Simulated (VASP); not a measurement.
Here is a VASP 6.6.1 calculation.

The input POSCAR:

```
GaGe
1.0
    0.0000000000      2.8660312537      2.8660312537
    2.8660312537      0.0000000000      2.8660312537
    2.8660312537      2.8660312537      0.0000000000
Ge Ga
1 1
Direct
    0.0000000000      0.0000000000      0.0000000000
    0.2500000000      0.2500000000      0.2500000000
```

File INCAR.step1:

```
PREC = Accurate
ENCUT = 520
EDIFF = 1E-5
ISMEAR = -1
SIGMA = 0.05
LREAL = False
LASPH = True
NELM = 100
ALGO = Normal
ISIF = 2
LWAVE = True
LCHARG = False
NBANDS = 20
GGA = PE
```

INCAR.step2

```
PREC = Accurate
ENCUT = 520
EDIFF = 1E-7
ISMEAR = -1
SIGMA = 0.05
LREAL = False
LASPH = True
NELM = 100
ALGO = Normal
ISIF = 2
LWAVE = False
LCHARG = False
GGA = PE
LHFCALC = True
HFSCREEN = 0.2079
PRECFOCK = Normal
NBANDS = 20
ISTART = 1
```

Contents of KPOINTS:

```
Automatic mesh
0
Gamma
  4 4 4
```

Potentials or basis: VASP PAW PBE potentials, release 64 (Ge_d, Ga_d).

Run with:

```bash
$ cat potpaw_PBE.64/Ge_d/POTCAR potpaw_PBE.64/Ga_d/POTCAR > POTCAR
$ cp INCAR.step1 INCAR
$ mpirun -np 1 vasp_std > vasp.out
$ cp INCAR.step2 INCAR
$ mpirun -np 1 vasp_std > vasp.out
```

Q: Estimate the pressure.

A: 0.1 GPa.

Q: Predict the band gap on the k mesh.

A: Zero (an odd number of electrons rules out a gap without spin polarisation).

Caveat: the k points lie up to 0.47 Å⁻¹ apart, too coarse for converged energies and pressures of a metal; the PAW data sets were made with another functional, which shifts forces and pressure a little.
